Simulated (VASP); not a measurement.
# Zn4S (P4/mmm) in VASP: relaxation of cell and atoms with PBE

Aim: the relaxation of cell and atoms of Zn4S with PBE.

Program: VASP 6.6.1. These are calculated values, not measurements. Logs are shortened: lines on timing, memory, paths and dates and some standing lists are left out, and cuts for length are marked.

**1. The cell of the first run**

It takes space group P4/mmm (No. 123, tetragonal). Conventional cell: a = 5.366 Å, b = 5.366 Å, c = 3.405 Å, α = 90.00°, β = 90.00°, γ = 90.00°. Within 3.6 Å of Zn (site symmetry m2m) lie 7 Zn at 2.53 to 3.58 Å and 2 S at 2.63 Å. Within 3.5 Å of S (site symmetry 4/mmm) lie 8 Zn at 2.63 Å and 2 S at 3.41 Å.

The cell was generated, and may not be a known phase.

**2. Relaxation of cell and atoms, PBE**

INCAR

```
PREC = Accurate ; ENCUT = 600
EDIFF = 1E-7 ; ISMEAR = 0
SIGMA = 0.1 ; LREAL = F
LASPH = T ; NELM = 60
ALGO = Normal ; ISIF = 3
LWAVE = F ; LCHARG = F
GGA = PE ; IBRION = 2
NSW = 100 ; EDIFFG = -0.01
```

KPOINTS

```
regular mesh
0
Gamma
  8 8 12
```

POSCAR

```
Zn4S
1.0
    5.3655869761      0.0000000000      0.0000000000
    0.0000000000      5.3655869761      0.0000000000
    0.0000000000      0.0000000000      3.4054991383
Zn S
4 1
Direct
    0.7358669838      0.7358669838      0.0000000000
    0.2641330162      0.2641330162      0.0000000000
    0.2641330162      0.7358669838      0.0000000000
    0.7358669838      0.2641330162      0.0000000000
    0.0000000000      0.0000000000      0.5000000000
```

Potentials or basis: VASP PAW PBE potentials, release 64 (Zn, S).

Launch:

```bash
cat potpaw_PBE.64/Zn/POTCAR potpaw_PBE.64/S/POTCAR > POTCAR
mpirun -np 1 vasp_std > vasp.out
```

OUTCAR:

```text
PREC = Accurate
   ENCUT = 600
   EDIFF = 1E-7
   ISMEAR = 0
   LREAL = F
   LASPH = T
   NELM = 60
   ISIF = 3
   GGA = PE
   IBRION = 2
   NSW = 100
   EDIFFG = -0.01

 ion  position               nearest neighbor table
   1  0.736  0.736  0.000-   3 2.53   4 2.53   5 2.63   5 2.63   3 2.83   4 2.83
   2  0.264  0.264  0.000-   3 2.53   4 2.53   5 2.63   5 2.63   3 2.83   4 2.83
   3  0.264  0.736  0.000-   1 2.53   2 2.53   5 2.63   5 2.63   2 2.83   1 2.83
   4  0.736  0.264  0.000-   1 2.53   2 2.53   5 2.63   5 2.63   2 2.83   1 2.83
   5  0.000  0.000  0.500-   1 2.63   2 2.63   3 2.63   4 2.63   1 2.63   2 2.63   3 2.63   4 2.63

  LATTYP: Found a simple tetragonal cell.
 ALAT       =     5.3655869761
 C/A-ratio  =     0.6346927472

  Lattice vectors:

 A1 = (   5.3655869761,   0.0000000000,   0.0000000000)
 A2 = (   0.0000000000,   5.3655869761,   0.0000000000)
 A3 = (   0.0000000000,   0.0000000000,   3.4054991383)

Analysis of symmetry for initial positions (statically):
=====================================================================
 Subroutine PRICEL returns:
 Original cell was already a primitive cell.

 Routine SETGRP: Setting up the symmetry group for a
 simple tetragonal supercell.

 Subroutine GETGRP returns: Found 16 space group operations
 (whereof 16 operations were pure point group operations)
 out of a pool of 16 trial point group operations.

The static configuration has the point symmetry D_4h.

Analysis of symmetry for dynamics (positions and initial velocities):
=====================================================================
 Subroutine PRICEL returns:
 Original cell was already a primitive cell.

 Routine SETGRP: Setting up the symmetry group for a
 simple tetragonal supercell.

 Subroutine GETGRP returns: Found 16 space group operations
 (whereof 16 operations were pure point group operations)
 out of a pool of 16 trial point group operations.

The dynamic configuration has the point symmetry D_4h.

 Subroutine INISYM returns: Found 16 space group operations
 (whereof 16 operations are pure point group operations),
 and found     1 'primitive' translations

----------------------------------------------------------------------------------------

                                     Primitive cell

  volume of cell :      98.0427

  direct lattice vectors                    reciprocal lattice vectors
     5.365586976  0.000000000  0.000000000     0.186372899  0.000000000  0.000000000
     0.000000000  5.365586976  0.000000000     0.000000000  0.186372899  0.000000000
     0.000000000  0.000000000  3.405499138     0.000000000  0.000000000  0.293642711

  length of vectors
     5.365586976  5.365586976  3.405499138     0.186372899  0.186372899  0.293642711

  position of ions in fractional coordinates (direct lattice)
     0.735866984  0.735866984  0.000000000
     0.264133016  0.264133016  0.000000000
     0.264133016  0.735866984  0.000000000
     0.735866984  0.264133016  0.000000000
     0.000000000  0.000000000  0.500000000

  ion indices of the primitive-cell ions
   primitive index   ion index
                 1           1
                 2           2
                 3           3
                 4           4
                 5           5

----------------------------------------------------------------------------------------

 KPOINTS: regular mesh

Automatic generation of k-mesh.
 Grid dimensions read from file:
 generate k-points for:    8    8   12

 Generating k-lattice:

  Cartesian coordinates                     Fractional coordinates (reciprocal lattice)
     0.023296612  0.000000000  0.000000000     0.125000000  0.000000000  0.000000000
     0.000000000  0.023296612  0.000000000     0.000000000  0.125000000  0.000000000
     0.000000000  0.000000000  0.024470226     0.000000000  0.000000000  0.083333333

  Length of vectors
     0.023296612  0.023296612  0.024470226

  Shift w.r.t. Gamma in fractional coordinates (k-lattice)
     0.000000000  0.000000000  0.000000000

 Subroutine IBZKPT returns following result:
 ===========================================

 Found    105 irreducible k-points:

 Following reciprocal coordinates:
            Coordinates               Weight
  0.000000  0.000000  0.000000      1.000000
  0.125000  0.000000  0.000000      4.000000
  0.250000  0.000000  0.000000      4.000000
  0.375000  0.000000  0.000000      4.000000
  0.500000  0.000000  0.000000      2.000000
  0.125000  0.125000  0.000000      4.000000
[... 16 lines left out ...]
  0.375000  0.125000  0.083333     16.000000
  0.500000  0.125000  0.083333      8.000000
 [... further k-points ...]
   k-points           NKPTS =    105   k-points in BZ     NKDIM =    105   number of bands    NBANDS=     32
   number of dos      NEDOS =    301   number of ions     NIONS =      5
   total plane-waves  NPLWV =  64512
   dimension x,y,z NGX =    48 NGY =   48 NGZ =   28
   dimension x,y,z NGXF=    96 NGYF=   96 NGZF=   56
   ions per type =               4   1
   NGX,Y,Z   is equivalent  to a cutoff of  14.87, 14.87, 13.67 a.u.
   NGXF,Y,Z  is equivalent  to a cutoff of  29.74, 29.74, 27.34 a.u.
 SYSTEM =  unknown system
   PREC   = accura    normal or accurate (medium, high low for compatibility)
   ISTART =      0    job   : 0-new  1-cont  2-samecut
   ICHARG =      2    charge: 1-file 2-atom 10-const
   ISPIN  =      1    spin polarized calculation?
   LNONCOLLINEAR =      F non collinear calculations
   LSORBIT =      F    spin-orbit coupling
   LASPH  =      T    aspherical Exc in radial PAW
   ENCUT  =  600.0 eV  44.10 Ry    6.64 a.u.  10.72 10.72  6.80*2*pi/ulx,y,z
   NELM   =     60;   NELMIN=  2; NELMDL= -5     # of ELM steps
   EDIFF  = 0.1E-06   stopping-criterion for ELM
   LREAL  =      F    real-space projection
   EDIFFG = -.1E-01   stopping-criterion for IOM
   NSW    =    100    number of steps for IOM
   IBRION =      2    ionic relax: 0-MD 1-quasi-New 2-CG
   NFREE  =      1    steps in history (QN), initial steepest desc. (CG)
   ISIF   =      3    stress and relaxation
   ISYM   =      2    0-nonsym 1-usesym 2-fastsym
   POTIM  = 0.5000    time-step for ionic-motion
   TEBEG  =    0.0;   TEEND  =   0.0 temperature during run
   PSTRESS=    0.0 pullay stress
   NELECT =      54.0000    total number of electrons
   NUPDOWN=      -1.0000    fix difference up-down
   EMIN   =  10.00;   EMAX   =-10.00  energy-range for DOS
   EFERMI =   0.00;   METHOD = LEGACY
   ISMEAR =     0;   SIGMA  =   0.10  broadening in eV -4-tet -1-fermi 0-gaus
   EFERMI_NEDOS =   21; number of points for ismear=-14 and -15
   IALGO  =     38    algorithm
   IMIX   =      4    mixing-type and parameters
     AMIX     =   0.40;   BMIX     =  1.00
     AMIX_MAG =   1.60;   BMIX_MAG =  1.00
  volume/ion in A,a.u.               =      19.61       132.32
  Fermi-wavevector in a.u.,A,eV,Ry     =   1.341944  2.535906 24.501551  1.800813
  Thomas-Fermi vector in A             =   2.470137
   LORBIT       =      0    0 simple, 1 ext, 2 COOP (PROOUT), +10 PAW based schemes
   GGA     = PE    functional components
   LHFCALC =     F    Hartree Fock is set to
   AEXX    =    0.0000 exact exchange contribution
   IVDW    =     0    specifies the selected vdW correction
   LEPSILON=     F    determine dielectric tensor
   LRPA    =     F    only Hartree local field effects (RPA)
 conjugate gradient relaxation of ions
 non-spin polarized calculation
 Gauss-broadening in eV      SIGMA  =   0.10
  energy-cutoff  :      600.00
  volume of cell :       98.04
 maximum number of plane-waves:      3304
 NGX is ok and might be reduce to    48
   NGX = 21   NGY = 21   NGZ = 13

--------------------------------------- Ionic step        1  -------------------------------------------

 number of electron      53.9999967 magnetization

 Free energy of the ion-electron system (eV)
  ---------------------------------------------------
  ext. energy  EPLUGINS =         0.00000000
  ---------------------------------------------------
  free energy    TOTEN  =        -8.16328825 eV

  energy without entropy =       -8.15910781  energy(sigma->0) =       -8.16119803

------------------------ aborting loop because EDIFF is reached ----------------------------------------

  FORCE on cell =-STRESS in cart. coord.  units (eV):
  Direction    XX          YY          ZZ          XY          YZ          ZX
  --------------------------------------------------------------------------------------
  -------------------------------------------------------------------------------------
  Total       -0.0301575     -0.0301575     -0.0324052      0.0000000      0.0000000      0.0000000
  in kB       -0.4928225     -0.4928225     -0.5295529      0.0000000      0.0000000      0.0000000
  external PRESSURE =      -0.5050660 kB  Pullay stress =       0.0000000 kB
[... 141 lines left out ...]
  energy  without entropy=       -8.1597307513  energy(sigma->0) =       -8.16186705

--------------------------------------- Ionic step        5  -------------------------------------------

 number of electron      53.9999958 magnetization

 Free energy of the ion-electron system (eV)
  ---------------------------------------------------
  ext. energy  EPLUGINS =         0.00000000
  ---------------------------------------------------
  free energy    TOTEN  =        -8.16404425 eV

  energy without entropy =       -8.15972399  energy(sigma->0) =       -8.16188412

 E-fermi :   2.2961     XC(G=0): -10.0144

 val. band max:        2.2774569235   @ k =   0.5000   0.0000   0.5000
 cond. band min:       2.3071190528   @ k =   0.0000   0.0000   0.0000
 fundamental gap:      0.0296621293
 Fermi energy:         2.2961178088

 k-point     1 :       0.0000    0.0000    0.0000
  band No.  band energies     occupation
      1     -11.9120      2.00000
      2      -5.4389      2.00000
      3      -5.3814      2.00000
      4      -5.3814      2.00000
      5      -5.3715      2.00000
      6      -5.2962      2.00000
[... 829 lines left out ...]
     31       7.0261      0.00000
     32       7.2478      0.00000

 [... further k-points ...]

------------------------ aborting loop because EDIFF is reached ----------------------------------------

  FORCE on cell =-STRESS in cart. coord.  units (eV):
  Direction    XX          YY          ZZ          XY          YZ          ZX
  --------------------------------------------------------------------------------------
  -------------------------------------------------------------------------------------
  Total       -0.0240162     -0.0240162     -0.0300553      0.0000000      0.0000000      0.0000000
  in kB       -0.3928527     -0.3928527     -0.4916389      0.0000000      0.0000000      0.0000000
  external PRESSURE =      -0.4257814 kB  Pullay stress =       0.0000000 kB
[... 20 lines left out ...]
  FREE ENERGIE OF THE ION-ELECTRON SYSTEM (eV)
  ---------------------------------------------------
  free  energy   TOTEN  =        -8.1640442490 eV

  energy  without entropy=       -8.1597239913  energy(sigma->0) =       -8.16188412

 reached required accuracy - stopping structural energy minimisation
```

Run time: 12 min. Hardware: 1 thread of AMD EPYC 9R45 (Zen 5), shared host; peak memory 0.43 GiB.

What came out:

* Free energy: -8.1640 eV
* Relaxed volume: 19.59 Å³/atom
* Relaxed cell: a = 5.370 Å, b = 5.370 Å, c = 3.397 Å, α = 90.00°, β = 90.00°, γ = 90.00°
* Space group after relaxing (to 0.1 Å): P4/mmm (No. 123)
* Energy gained by relaxing: 0.2 meV/atom
* Ionic steps: 5
* Pressure after relaxing: 0.0 GPa
* Largest force after relaxing: 0.003 eV/Å
* Band gap on the k mesh: zero (bands 27 and 28 overlap by 1.05 eV)

Forces in eV/Å, atoms in the order of the input:
```
Zn   0.002  0.002  0.000
Zn  -0.002 -0.002  0.000
Zn  -0.002  0.002  0.000
Zn   0.002 -0.002  0.000
S    0.000  0.000  0.000
```

Step by step:
```tsv
step	energy change (eV)	largest force (eV/Å)	pressure (GPa)	volume (Å³)
1	0.0000	0.0597	-0.05	98.04
2	-0.0005	0.0270	-0.01	97.96
3	-0.0006	0.0003	0.02	97.88
4	-0.0007	0.0014	-0.01	97.91
5	-0.0008	0.0035	-0.04	97.95
```

Final structure:
```xyz
5
Lattice="5.3700 0.0000 0.0000 0.0000 5.3700 0.0000 0.0000 0.0000 3.3965" Properties=species:S:1:pos:R:3 pbc="T T T"
Zn    3.9471    3.9471    3.3965
Zn    1.4229    1.4229    0.0000
Zn    1.4229    3.9471    0.0000
Zn    3.9471    1.4229    0.0000
S     0.0000    5.3700    1.6983
```

The gap in the log of VASP goes by the Fermi energy; the results here count the filled bands.